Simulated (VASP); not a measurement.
# MgS (F-43m) in VASP: further runs, part 2 of 2

VASP 6.6.1. The steps go on from the part before.

## (3) Relaxation of cell and atoms, RPBE

This run uses another cell than the first one, of 22.74 Å³/atom, 0.959 times its volume.

Contents of INCAR:

```
SYSTEM = MgS
ALGO = Normal ; EDIFF = 1E-6
EDIFFG = -0.01 ; ENCUT = 600
GGA = RP ; IBRION = 2
ISIF = 3 ; ISMEAR = -1
LASPH = .TRUE. ; LCHARG = .FALSE.
LREAL = .FALSE. ; LWAVE = .FALSE.
NELM = 80 ; NSW = 80
PREC = Accurate ; SIGMA = 0.05
```

Contents of KPOINTS:

```
k-points
0
G
  8 8 8
  0 0 0
```

Contents of POSCAR:

```
MgS
1.0
    0.0000000000      2.8331200468      2.8331200468
    2.8331200468      0.0000000000      2.8331200468
    2.8331200468      2.8331200468      0.0000000000
S Mg
1 1
Direct
    0.2500000000      0.2500000000      0.2500000000
    0.0000000000      0.0000000000      0.0000000000
```

Potentials or basis: VASP PAW PBE potentials, release 64 (S, Mg).

On the command line:

```sh
> cat potpaw_PBE.64/S/POTCAR potpaw_PBE.64/Mg/POTCAR > POTCAR
> mpirun -np 1 vasp_std > vasp.out
```

OUTCAR:

```text
SYSTEM = MgS
   EDIFF = 1E-6
   EDIFFG = -0.01
   ENCUT = 600
   GGA = RP
   IBRION = 2
   ISIF = 3
   ISMEAR = -1
   LASPH = .TRUE.
   LREAL = .FALSE.
   NELM = 80
   NSW = 80
   PREC = Accurate

 ion  position               nearest neighbor table
   1  0.250  0.250  0.250-   2 2.45   2 2.45   2 2.45   2 2.45
   2  0.000  0.000  0.000-   1 2.45   1 2.45   1 2.45   1 2.45

  LATTYP: Found a face centered cubic cell.
 ALAT       =     5.6662400936

  Lattice vectors:

 A1 = (   0.0000000000,   2.8331200468,   2.8331200468)
 A2 = (   2.8331200468,   0.0000000000,   2.8331200468)
 A3 = (   2.8331200468,   2.8331200468,   0.0000000000)

Analysis of symmetry for initial positions (statically):
=====================================================================
 Subroutine PRICEL returns:
 Original cell was already a primitive cell.

 Routine SETGRP: Setting up the symmetry group for a
 face centered cubic supercell.

 Subroutine GETGRP returns: Found 24 space group operations
 (whereof 24 operations were pure point group operations)
 out of a pool of 48 trial point group operations.

[... 168 lines left out ...]
  --------------------------------------------------------------------------------------
  -------------------------------------------------------------------------------------
  Total        0.6957028      0.6957028      0.6957028      0.0000000      0.0000000     -0.0000000
  in kB       24.5080880     24.5080880     24.5080880      0.0000000      0.0000000     -0.0000000
  external PRESSURE =      24.5080880 kB  Pullay stress =       0.0000000 kB
[... 59 lines left out ...]
--------------------------------------- Ionic step        3  -------------------------------------------

 number of electron       8.0000001 magnetization

 Free energy of the ion-electron system (eV)
  ---------------------------------------------------
  ext. energy  EPLUGINS =         0.00000000
  ---------------------------------------------------
  free energy    TOTEN  =        -8.01958474 eV

  energy without entropy =       -8.01958474  energy(sigma->0) =       -8.01958474

 E-fermi :   1.9092     XC(G=0):  -7.9904

 val. band max:        0.8940948274   @ k =   0.0000   0.0000   0.0000
 cond. band min:       4.3474448004   @ k =   0.0000   0.0000   0.0000
 fundamental gap:      3.4533499730
 Fermi energy:         1.9091722076

 k-point     1 :       0.0000    0.0000    0.0000
  band No.  band energies     occupation
      1     -10.2078      2.00000
      2       0.8941      2.00000
      3       0.8941      2.00000
      4       0.8941      2.00000
      5       4.3474      0.00000
      6       8.8176      0.00000
      7       8.8176      0.00000
      8       8.8176      0.00000
[... 243 lines left out ...]
 k-point    24 :      -0.3750    0.2500    0.1250
  band No.  band energies     occupation
      1      -9.5027      2.00000
      2      -1.6966      2.00000
      3      -0.3076      2.00000
      4       0.2935      2.00000
      5       7.0250      0.00000
      6       7.3926      0.00000
      7       9.5194      0.00000
      8       9.7554      0.00000

 [... further k-points ...]
[... 5 lines left out ...]
  --------------------------------------------------------------------------------------
  -------------------------------------------------------------------------------------
  Total       -0.0007685     -0.0007685     -0.0007685      0.0000000     -0.0000000     -0.0000000
  in kB       -0.0259392     -0.0259392     -0.0259392      0.0000000     -0.0000000     -0.0000000
  external PRESSURE =      -0.0259392 kB  Pullay stress =       0.0000000 kB
[... 17 lines left out ...]
  FREE ENERGIE OF THE ION-ELECTRON SYSTEM (eV)
  ---------------------------------------------------
  free  energy   TOTEN  =        -8.0195847433 eV

  energy  without entropy=       -8.0195847432  energy(sigma->0) =       -8.01958474

 reached required accuracy - stopping structural energy minimisation
```

Wall time 26 s (1 thread of Intel Xeon 6975P-C, shared host); peak memory 0.19 GiB.

What came out:

```yaml
Free_energy: -8.0196 eV
Relaxed_volume: 23.74 Å³/atom
Relaxed_cell: a = 4.064 Å, b = 4.064 Å, c = 4.064 Å, α = 60.00°, β = 60.00°, γ = 60.00°
Space_group_after_relaxing_to_0.05_Å: F-43m (No. 216)
Energy_gained_by_relaxing: 7.3 meV/atom
Ionic_steps: 3
Pressure_after_relaxing: 0.0 GPa
Band_gap_on_the_k_mesh: 3.45 eV, direct
```

The path:
| step | energy change (eV) | largest force (eV/Å) | pressure (GPa) | volume (Å³) |
| --- | --- | --- | --- | --- |
| 1 | 0.0000 | 0.0000 | 2.45 | 45.48 |
| 2 | -0.0143 | 0.0000 | -0.36 | 47.81 |
| 3 | -0.0147 | 0.0000 | 0.00 | 47.47 |

Final structure:
```
S Mg
1.0
     0.00000    2.87384    2.87384
     2.87384    0.00000    2.87384
     2.87384    2.87384    0.00000
S Mg
1 1
Direct
  0.25000 0.25000 0.25000
  0.00000 0.00000 0.00000
```

Caveat: the PAW data sets were made with another functional, which shifts forces and pressure a little.

## (4) Relaxation of cell and atoms, RPBE+D3(BJ)

This run uses another cell than the first one, of 22.74 Å³/atom, 0.959 times its volume.

Contents of INCAR:

```
PREC     = Accurate       # precision mode
ENCUT    = 600            # plane-wave cutoff, eV
EDIFF    = 1E-6           # SCF threshold, eV
ISMEAR   = -1             # smearing method
SIGMA    = 0.05           # smearing width, eV
LREAL    = F              # projectors in reciprocal space
LASPH    = T              # aspherical terms in the spheres
NELM     = 100            # most SCF steps
ALGO     = Normal         # electronic algorithm
ISIF     = 3              # what is computed and relaxed
LWAVE    = F              # write WAVECAR
LCHARG   = F              # write CHGCAR
GGA      = RP             # functional
IVDW     = 12             # dispersion correction
IBRION   = 2              # ionic algorithm
NSW      = 80             # ionic steps
EDIFFG   = -0.01          # ionic threshold
```

Contents of KPOINTS:

```
Automatic mesh
0
Gamma
  8 8 8
```

POSCAR is that of step 3.

On the command line:

```sh
> cat potpaw_PBE.64/S/POTCAR potpaw_PBE.64/Mg/POTCAR > POTCAR
> mpirun -np 1 vasp_std > vasp.out
```

It took 18 s on 1 thread of Intel Xeon 6975P-C, shared host; peak memory 0.2 GiB.

The run converged. Its results:

| Item | Value |
| --- | --- |
| Free energy | -10.0952 eV |
| Relaxed volume | 20.57 Å³/atom |
| Relaxed cell | a = 3.875 Å, b = 3.875 Å, c = 3.875 Å, α = 60.00°, β = 60.00°, γ = 60.00° |
| Space group after relaxing (to 0.05 Å) | F-43m (No. 216) |
| Energy gained by relaxing | 41.4 meV/atom |
| Ionic steps | 3 |
| Pressure after relaxing | 0.0 GPa |
| Band gap on the k mesh | 3.94 eV, indirect (least direct gap 4.17 eV) |
| Dispersion energy per atom | -1.125 eV |

The path:
| step | energy change (eV) | largest force (eV/Å) | pressure (GPa) | volume (Å³) |
| --- | --- | --- | --- | --- |
| 1 | 0.0000 | 0.0000 | -5.64 | 45.48 |
| 2 | -0.0799 | 0.0000 | 1.29 | 40.41 |
| 3 | -0.0829 | 0.0000 | 0.02 | 41.14 |

Final structure:
```
S Mg
1.0
     0.00000    2.73992    2.73992
     2.73992    0.00000    2.73992
     2.73992    2.73992    0.00000
S Mg
1 1
Direct
  0.25000 0.25000 0.25000
  0.00000 0.00000 0.00000
```

Levels at points of the mesh, in eV from the valence-band top:
```csv
k point,band 1,band 2,band 3,band 4,band 5,band 6,band 7,band 8
"(0.00, 0.00, 0.00)",-11.59,0.00,0.00,0.00,4.17,8.28,8.28,8.28
"(0.50, 0.00, 0.00)",-10.77,-3.42,-0.35,-0.35,5.63,7.85,7.85,9.26
"(0.50, 0.50, 0.00)",-10.50,-3.05,-1.13,-1.13,3.94,5.90,12.34,13.29
```

Caveat: the PAW data sets were made with another functional, which shifts forces and pressure a little.

## (5) Overview

```csv
task,level,cell,cutoff (eV),gap on the mesh (eV),pressure (GPa),relaxed volume (Å³/atom)
single point,BLYP,"a = 4.063 Å, angles 60.0°, 2 atoms",520,3.37,-0.1,-
relaxation of cell and atoms,RPBE,"relaxed from a = 4.007 Å, angles 60.0°, 2 atoms",600,3.45,0.0,23.74
relaxation of cell and atoms,RPBE+D3(BJ),"relaxed from a = 4.007 Å, angles 60.0°, 2 atoms",600,3.94,0.0,20.57
```

Alike in all rows: potentials or basis VASP PAW PBE potentials, release 64 (S, Mg); no spin polarisation; k mesh 8 × 8 × 8; smearing fermi-dirac 0.05 eV.

Caveats: the PAW data sets were made with another functional, which shifts forces and pressure a little.

Absolute energies hang on the potentials; compare differences alone.
